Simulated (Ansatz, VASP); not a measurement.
SnSe2: VASP beside Ansatz

```
Sn Se
1.0
     3.84046    0.00000    0.00000
    -1.92023    3.32594    0.00000
     0.00000    0.00000    6.52446
Sn Se
1 2
Direct
  0.00000 0.00000 0.00000
  0.33333 0.66667 0.24123
  0.66667 0.33333 0.75877
```

Alike in both runs: functional r2SCAN; k mesh 12 × 12 × 4; occupations fermi-dirac, width 0.02 eV; no spin polarisation.

Ansatz relaxed the structure, and its values are those at the end. VASP's run is a single point on that final structure, the one shown.

```csv
,VASP,Ansatz
version,VASP 6.6.1,Ansatz 0.2.0
potentials or method,"VASP PAW PBE potentials, release 64 (Sn_d, Se), cutoff 520 eV",PAW plane waves
valence electrons in the cell,26,46
```

```tsv
	VASP	Ansatz	Ansatz less VASP
gap on the k mesh at the Fermi level (eV)	1.04	1.04	-0.001
pressure (GPa)	0.1	0.0	-0.06
rms of the force components (eV/Å)	0.006	0.001	-0.0049
```

VASP's potentials were made for PBE, not for r2SCAN. VASP's potentials hold 26 valence electrons a cell and Ansatz's 46, so a difference there can come from the potentials and not from the codes.
